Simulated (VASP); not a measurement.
# EuAl4Si2Rh (P4/mmm) in VASP: single point with PBE

Aim: the single point of EuAl4Si2Rh with PBE.

Program: VASP 6.6.1. These are calculated values, not measurements. Logs are shortened: lines on timing, memory, paths and dates and some standing lists are left out, and cuts for length are marked.

**1. The cell of the first run**

It takes space group P4/mmm (No. 123, tetragonal). The conventional cell has a = 4.190 Å, b = 4.190 Å, c = 8.317 Å, α = 90.00°, β = 90.00°, γ = 90.00°. Eu (site symmetry 4/mmm) has 8 Si at 3.19 Å and 8 Al at 3.47 Å and 2 Rh at 4.16 Å and 4 Eu at 4.19 Å within 4.2 Å. Within 3.3 Å of Al (site symmetry 2mm) lie 2 Rh at 2.52 Å and 2 Si at 2.62 Å and 5 Al at 2.79 to 2.96 Å. Within 3.2 Å of Si (site symmetry 4mm) lie 1 Si at 2.37 Å and 4 Al at 2.62 Å and 4 Eu at 3.19 Å. Within 3.3 Å of Rh (site symmetry 4/mmm) lie 8 Al at 2.52 Å.

**2. Single point, PBE, collinear spin, ferromagnetic start**

INCAR

```
SYSTEM = EuAl4Si2Rh
ALGO = Normal
EDIFF = 1E-6
ENCUT = 520
GGA = PE
ISIF = 2
ISMEAR = 0
ISPIN = 2
LASPH = .TRUE.
LCHARG = .FALSE.
LMAXMIX = 6
LORBIT = 11
LREAL = .FALSE.
LWAVE = .FALSE.
MAGMOM = 7 0 0 0 0 0 0 0
NBANDS = 40
NELM = 150
PREC = Accurate
SIGMA = 0.1
```

KPOINTS

```
k-points
0
G
  4 4 2
  0 0 0
```

POSCAR

```
EuAl4Si2Rh
1.0
    4.1898741300      0.0000000000      0.0000000000
    0.0000000000      4.1898741300      0.0000000000
    0.0000000000      0.0000000000      8.3165389400
Eu Al Si Rh
1 4 2 1
Direct
    0.0000000000      0.0000000000      0.5000000000
    0.0000000000      0.5000000000      0.1680000000
    0.5000000000      0.0000000000      0.1680000000
    0.0000000000      0.5000000000      0.8320000000
    0.5000000000      0.0000000000      0.8320000000
    0.5000000000      0.5000000000      0.3574000000
    0.5000000000      0.5000000000      0.6426000000
    0.0000000000      0.0000000000      0.0000000000
```

Potentials or basis: VASP PAW PBE potentials, release 64 (Eu, Al, Si, Rh_pv).

Command:

```console
> cat potpaw_PBE.64/Eu/POTCAR potpaw_PBE.64/Al/POTCAR potpaw_PBE.64/Si/POTCAR potpaw_PBE.64/Rh_pv/POTCAR > POTCAR
> mpirun -np 1 vasp_std > vasp.out
```

OUTCAR:

```text
SYSTEM = EuAl4Si2Rh
   EDIFF = 1E-6
   ENCUT = 520
   GGA = PE
   ISIF = 2
   ISMEAR = 0
   ISPIN = 2
   LASPH = .TRUE.
   LORBIT = 11
   LREAL = .FALSE.
   NELM = 150
   PREC = Accurate

 ion  position               nearest neighbor table
   1  0.000  0.000  0.500-   6 3.19   7 3.19   6 3.19   7 3.19   6 3.19   7 3.19   6 3.19   7 3.19

   2  0.000  0.500  0.168-   8 2.52   8 2.52   6 2.62   6 2.62   4 2.79   3 2.96   3 2.96   3 2.96
                             3 2.96
   3  0.500  0.000  0.168-   8 2.52   8 2.52   6 2.62   6 2.62   5 2.79   2 2.96   2 2.96   2 2.96
                             2 2.96
   4  0.000  0.500  0.832-   8 2.52   8 2.52   7 2.62   7 2.62   2 2.79   5 2.96   5 2.96   5 2.96
                             5 2.96
   5  0.500  0.000  0.832-   8 2.52   8 2.52   7 2.62   7 2.62   3 2.79   4 2.96   4 2.96   4 2.96
                             4 2.96
   6  0.500  0.500  0.357-   7 2.37   3 2.62   2 2.62   3 2.62   2 2.62   1 3.19   1 3.19   1 3.19
                             1 3.19
   7  0.500  0.500  0.643-   6 2.37   5 2.62   4 2.62   5 2.62   4 2.62   1 3.19   1 3.19   1 3.19
                             1 3.19
   8  0.000  0.000  0.000-   2 2.52   3 2.52   4 2.52   5 2.52   2 2.52   4 2.52   3 2.52   5 2.52

  LATTYP: Found a simple tetragonal cell.
 ALAT       =     4.1898741300
 C/A-ratio  =     1.9849137902

  Lattice vectors:

 A1 = (   4.1898741300,   0.0000000000,   0.0000000000)
 A2 = (   0.0000000000,   4.1898741300,   0.0000000000)
 A3 = (   0.0000000000,   0.0000000000,   8.3165389400)

Analysis of symmetry for initial positions (statically):
=====================================================================
 Subroutine PRICEL returns:
 Original cell was already a primitive cell.

 Routine SETGRP: Setting up the symmetry group for a
 simple tetragonal supercell.

 Subroutine GETGRP returns: Found 16 space group operations
 (whereof 16 operations were pure point group operations)
 out of a pool of 16 trial point group operations.

The static configuration has the point symmetry D_4h.

Analysis of symmetry for dynamics (positions and initial velocities):
=====================================================================
 Subroutine PRICEL returns:
 Original cell was already a primitive cell.

 Routine SETGRP: Setting up the symmetry group for a
 simple tetragonal supercell.

 Subroutine GETGRP returns: Found 16 space group operations
 (whereof 16 operations were pure point group operations)
 out of a pool of 16 trial point group operations.

The dynamic configuration has the point symmetry D_4h.

Analysis of structural, dynamic, and magnetic symmetry:
=====================================================================
 Subroutine PRICEL returns:
 Original cell was already a primitive cell.

 Routine SETGRP: Setting up the symmetry group for a
 simple tetragonal supercell.

 Subroutine GETGRP returns: Found 16 space group operations
 (whereof 16 operations were pure point group operations)
 out of a pool of 16 trial point group operations.

The overall configuration has the point symmetry D_4h.

 Subroutine INISYM returns: Found 16 space group operations
 (whereof 16 operations are pure point group operations),
 and found     1 'primitive' translations

----------------------------------------------------------------------------------------

                                     Primitive cell

  volume of cell :     145.9972

  direct lattice vectors                    reciprocal lattice vectors
     4.189874130  0.000000000  0.000000000     0.238670654  0.000000000  0.000000000
     0.000000000  4.189874130  0.000000000     0.000000000  0.238670654  0.000000000
     0.000000000  0.000000000  8.316538940     0.000000000  0.000000000  0.120242328

  length of vectors
     4.189874130  4.189874130  8.316538940     0.238670654  0.238670654  0.120242328

  position of ions in fractional coordinates (direct lattice)
     0.000000000  0.000000000  0.500000000
     0.000000000  0.500000000  0.168000000
     0.500000000  0.000000000  0.168000000
     0.000000000  0.500000000  0.832000000
     0.500000000  0.000000000  0.832000000
     0.500000000  0.500000000  0.357400000
     0.500000000  0.500000000  0.642600000
     0.000000000  0.000000000  0.000000000

  ion indices of the primitive-cell ions
   primitive index   ion index
                 1           1
                 2           2
                 3           3
                 4           4
                 5           5
                 6           6
                 7           7
                 8           8

----------------------------------------------------------------------------------------

 KPOINTS: k-points

Automatic generation of k-mesh.
 Grid dimensions read from file:
 generate k-points for:    4    4    2

 Generating k-lattice:

  Cartesian coordinates                     Fractional coordinates (reciprocal lattice)
     0.059667664  0.000000000  0.000000000     0.250000000  0.000000000  0.000000000
     0.000000000  0.059667664  0.000000000     0.000000000  0.250000000  0.000000000
     0.000000000  0.000000000  0.060121164     0.000000000  0.000000000  0.500000000

  Length of vectors
     0.059667664  0.059667664  0.060121164

  Shift w.r.t. Gamma in fractional coordinates (k-lattice)
     0.000000000  0.000000000  0.000000000

 Subroutine IBZKPT returns following result:
 ===========================================

 Found     12 irreducible k-points:

 Following reciprocal coordinates:
            Coordinates               Weight
  0.000000  0.000000  0.000000      1.000000
  0.250000  0.000000  0.000000      4.000000
  0.500000  0.000000  0.000000      2.000000
  0.250000  0.250000  0.000000      4.000000
  0.500000  0.250000  0.000000      4.000000
  0.500000  0.500000  0.000000      1.000000
  0.000000  0.000000  0.500000      1.000000
  0.250000  0.000000  0.500000      4.000000
  0.500000  0.000000  0.500000      2.000000
  0.250000  0.250000  0.500000      4.000000
  0.500000  0.250000  0.500000      4.000000
  0.500000  0.500000  0.500000      1.000000
   k-points           NKPTS =     12   k-points in BZ     NKDIM =     12   number of bands    NBANDS=     40
   number of dos      NEDOS =    301   number of ions     NIONS =      8
   total plane-waves  NPLWV =  65536
   dimension x,y,z NGX =    32 NGY =   32 NGZ =   64
   dimension x,y,z NGXF=    64 NGYF=   64 NGZF=  128
   ions per type =               1   4   2   1
   NGX,Y,Z   is equivalent  to a cutoff of  12.70, 12.70, 12.79 a.u.
   NGXF,Y,Z  is equivalent  to a cutoff of  25.39, 25.39, 25.59 a.u.
 SYSTEM =  EuAl4Si2Rh
   PREC   = accura    normal or accurate (medium, high low for compatibility)
   ISTART =      0    job   : 0-new  1-cont  2-samecut
   ICHARG =      2    charge: 1-file 2-atom 10-const
   ISPIN  =      2    spin polarized calculation?
   LNONCOLLINEAR =      F non collinear calculations
   LSORBIT =      F    spin-orbit coupling
   LASPH  =      T    aspherical Exc in radial PAW
   ENCUT  =  520.0 eV  38.22 Ry    6.18 a.u.   7.79  7.79 15.46*2*pi/ulx,y,z
   NELM   =    150;   NELMIN=  2; NELMDL= -5     # of ELM steps
   EDIFF  = 0.1E-05   stopping-criterion for ELM
   LREAL  =      F    real-space projection
   EDIFFG = 0.1E-04   stopping-criterion for IOM
   NSW    =      0    number of steps for IOM
   IBRION =     -1    ionic relax: 0-MD 1-quasi-New 2-CG
   NFREE  =      0    steps in history (QN), initial steepest desc. (CG)
   ISIF   =      2    stress and relaxation
   ISYM   =      2    0-nonsym 1-usesym 2-fastsym
   POTIM  = 0.5000    time-step for ionic-motion
   TEBEG  =    0.0;   TEEND  =   0.0 temperature during run
   PSTRESS=    0.0 pullay stress
   NELECT =      52.0000    total number of electrons
   NUPDOWN=      -1.0000    fix difference up-down
   EMIN   =  10.00;   EMAX   =-10.00  energy-range for DOS
   EFERMI =   0.00;   METHOD = LEGACY
   ISMEAR =     0;   SIGMA  =   0.10  broadening in eV -4-tet -1-fermi 0-gaus
   EFERMI_NEDOS =   21; number of points for ismear=-14 and -15
   IALGO  =     38    algorithm
   IMIX   =      4    mixing-type and parameters
     AMIX     =   0.40;   BMIX     =  1.00
     AMIX_MAG =   1.60;   BMIX_MAG =  1.00
  volume/ion in A,a.u.               =      18.25       123.15
  Fermi-wavevector in a.u.,A,eV,Ry     =   1.160454  2.192939 18.322318  1.346652
  Thomas-Fermi vector in A             =   2.297036
   LORBIT       =     11    0 simple, 1 ext, 2 COOP (PROOUT), +10 PAW based schemes
   GGA     = PE    functional components
   LHFCALC =     F    Hartree Fock is set to
   AEXX    =    0.0000 exact exchange contribution
   IVDW    =     0    specifies the selected vdW correction
   LEPSILON=     F    determine dielectric tensor
   LRPA    =     F    only Hartree local field effects (RPA)
 spin polarized calculation
 Gauss-broadening in eV      SIGMA  =   0.10
  energy-cutoff  :      520.00
  volume of cell :      146.00
 maximum number of plane-waves:      3948
 NGX is ok and might be reduce to    32
   NGX = 15   NGY = 15   NGZ = 31

 number of electron      51.9999992 magnetization       6.9446534

 Free energy of the ion-electron system (eV)
  ---------------------------------------------------
  ext. energy  EPLUGINS =         0.00000000
  ---------------------------------------------------
  free energy    TOTEN  =       -49.27911249 eV

  energy without entropy =      -49.27020868  energy(sigma->0) =      -49.27466059

 E-fermi :   7.1805     XC(G=0): -10.4873

 val. band max:        7.1660985200   @ k =   0.0000   0.0000   0.0000
 cond. band min:       7.2061513060   @ k =   0.5000   0.0000   0.5000
 fundamental gap:      0.0400527860
 Fermi energy:         7.1805439667

 spin component 1

 k-point     1 :       0.0000    0.0000    0.0000
  band No.  band energies     occupation
      1     -39.2431      1.00000
      2     -39.2431      1.00000
      3     -39.2211      1.00000
      4     -34.1960      1.00000
      5     -13.0018      1.00000
      6     -12.9238      1.00000
[... 30 lines left out ...]
     37      10.6180      0.00000
     38      11.0926      0.00000
[... 449 lines left out ...]
     37      11.5503      0.00000
     38      11.5503      0.00000
 Fermi energy:         7.1805439667

 spin component 2

 k-point     1 :       0.0000    0.0000    0.0000
  band No.  band energies     occupation
      1     -39.2438      1.00000
      2     -39.2438      1.00000
      3     -39.2209      1.00000
      4     -31.1521      1.00000
      5     -10.8301      1.00000
      6     -10.7302      1.00000
[... 30 lines left out ...]
     37      11.6262      0.00000
     38      11.7563      0.00000
[... 449 lines left out ...]
     37      12.0828      0.00000
     38      12.0828      0.00000
 [bands above 38 left out]

------------------------ aborting loop because EDIFF is reached ----------------------------------------

  FORCE on cell =-STRESS in cart. coord.  units (eV):
  Direction    XX          YY          ZZ          XY          YZ          ZX
  --------------------------------------------------------------------------------------
  -------------------------------------------------------------------------------------
  Total       -0.3593259     -0.3593259     -1.1151430      0.0000000      0.0000000     -0.0000000
  in kB       -3.9432521     -3.9432521    -12.2376093      0.0000000      0.0000000     -0.0000000
  external PRESSURE =      -6.7080378 kB  Pullay stress =       0.0000000 kB

 VOLUME and BASIS-vectors are now :
 -----------------------------------------------------------------------------
  energy-cutoff  :      520.00
  volume of cell :      146.00
      direct lattice vectors                 reciprocal lattice vectors
     4.189874130  0.000000000  0.000000000     0.238670654  0.000000000  0.000000000
     0.000000000  4.189874130  0.000000000     0.000000000  0.238670654  0.000000000
     0.000000000  0.000000000  8.316538940     0.000000000  0.000000000  0.120242328

 POSITION                                       TOTAL-FORCE (eV/Angst)
 -----------------------------------------------------------------------------------
      0.00000      0.00000      4.15827         0.000000      0.000000     -0.000000
      0.00000      2.09494      1.39718         0.000000     -0.000000     -0.015013
      2.09494      0.00000      1.39718        -0.000000      0.000000     -0.015013
      0.00000      2.09494      6.91936         0.000000     -0.000000      0.015013
      2.09494      0.00000      6.91936         0.000000      0.000000      0.015013
      2.09494      2.09494      2.97233         0.000000      0.000000     -0.084633
      2.09494      2.09494      5.34421         0.000000     -0.000000      0.084633
      0.00000      0.00000      0.00000         0.000000      0.000000     -0.000000
 -----------------------------------------------------------------------------------
    total drift:                               -0.000000      0.000000      0.000000

  FREE ENERGIE OF THE ION-ELECTRON SYSTEM (eV)
  ---------------------------------------------------
  free  energy   TOTEN  =       -49.2791124946 eV

  energy  without entropy=      -49.2702086792  energy(sigma->0) =      -49.27466059

 total charge

# of ion       s       p       d       f       tot
--------------------------------------------------
    1        2.028   5.730   0.416   6.579  14.753
    2        0.404   0.362   0.000   0.000   0.766
    3        0.404   0.362   0.000   0.000   0.766
    4        0.404   0.362   0.000   0.000   0.766
    5        0.404   0.362   0.000   0.000   0.766
    6        0.760   0.923   0.000   0.000   1.683
    7        0.760   0.923   0.000   0.000   1.683
    8        0.442   6.334   7.340   0.000  14.116
--------------------------------------------------
tot          5.607  15.359   7.756   6.579  35.301

 magnetization (x)

# of ion       s       p       d       f       tot
--------------------------------------------------
    1       -0.013  -0.110   0.092   6.541   6.511
    2       -0.001   0.001   0.000   0.000   0.000
    3       -0.001   0.001   0.000   0.000   0.000
    4       -0.001   0.001   0.000   0.000   0.000
    5       -0.001   0.001   0.000   0.000   0.000
    6       -0.003  -0.011   0.000   0.000  -0.015
    7       -0.003  -0.011   0.000   0.000  -0.015
    8       -0.002  -0.001  -0.001   0.000  -0.005
--------------------------------------------------
tot         -0.025  -0.130   0.091   6.541   6.477
```

Run time: 3.4 min. Hardware: 1 thread of Intel Xeon Platinum 8259CL at 2.50GHz (Skylake/Cascade Lake), shared host; peak memory 0.38 GiB.

Results:

```
Free energy                                           : -49.2791 eV
Pressure                                              : -0.7 GPa
Largest force                                         : 0.085 eV/Å
Net moment                                            : 6.94 μB per cell
Site moments                                          : Eu +6.51; Al +0.00; Si -0.01; Rh -0.01 μB
Valence electrons inside the program's atomic spheres : Eu 14.75; Al 0.77; Si 1.68; Rh 14.12
```

Forces on the atoms (eV/Å):
```
Eu   0.000  0.000  0.000
Al   0.000  0.000 -0.015
Al   0.000  0.000 -0.015
Al   0.000  0.000  0.015
Al   0.000  0.000  0.015
Si   0.000  0.000 -0.085
Si   0.000  0.000  0.085
Rh   0.000  0.000  0.000
```

Levels at points of the mesh, in eV from the Fermi level:
Spin up:
| k point | band 27 | band 28 | band 29 | band 30 | band 31 | band 32 |
| --- | --- | --- | --- | --- | --- | --- |
| (0.00, 0.00, 0.00) | -0.36 | -0.36 | -0.31 | 0.47 | 0.47 | 0.75 |
| (0.50, 0.00, 0.00) | -0.38 | -0.08 | 0.07 | 0.63 | 0.75 | 0.91 |
| (0.50, 0.50, 0.00) | -0.47 | -0.47 | -0.41 | -0.38 | 1.01 | 1.11 |
| (0.00, 0.00, 0.50) | -0.27 | -0.27 | -0.21 | 0.73 | 0.81 | 1.34 |
| (0.50, 0.00, 0.50) | -0.40 | -0.32 | 0.03 | 0.07 | 0.21 | 1.38 |
| (0.50, 0.50, 0.50) | -0.48 | -0.48 | -0.41 | -0.39 | 0.78 | 1.58 |
Spin down:
```
           k point  band 20  band 21  band 22  band 23  band 24  band 25  band 26  band 27
(0.00, 0.00, 0.00)    -1.18    -1.15    -1.15    -0.01     0.51     0.51     0.73     1.57
(0.50, 0.00, 0.00)    -2.11    -0.89     0.30     0.41     0.54     0.82     1.29     1.64
(0.50, 0.50, 0.00)    -2.64    -2.38    -2.36    -2.17     0.80     1.49     2.45     2.50
(0.00, 0.00, 0.50)    -1.59    -1.41    -0.10     0.41     0.93     1.48     1.49     1.49
(0.50, 0.00, 0.50)    -2.18    -1.77    -0.51     0.18     0.42     1.29     2.34     2.87
(0.50, 0.50, 0.50)    -2.79    -2.37    -2.37    -2.17     0.64     1.55     1.55     3.41
```

Caveat: the k points lie up to 0.38 Å⁻¹ apart; spin-orbit coupling is left out, which moves the levels of the heavy elements; semilocal functionals describe open f shells poorly, which spoils levels, moments and volumes.
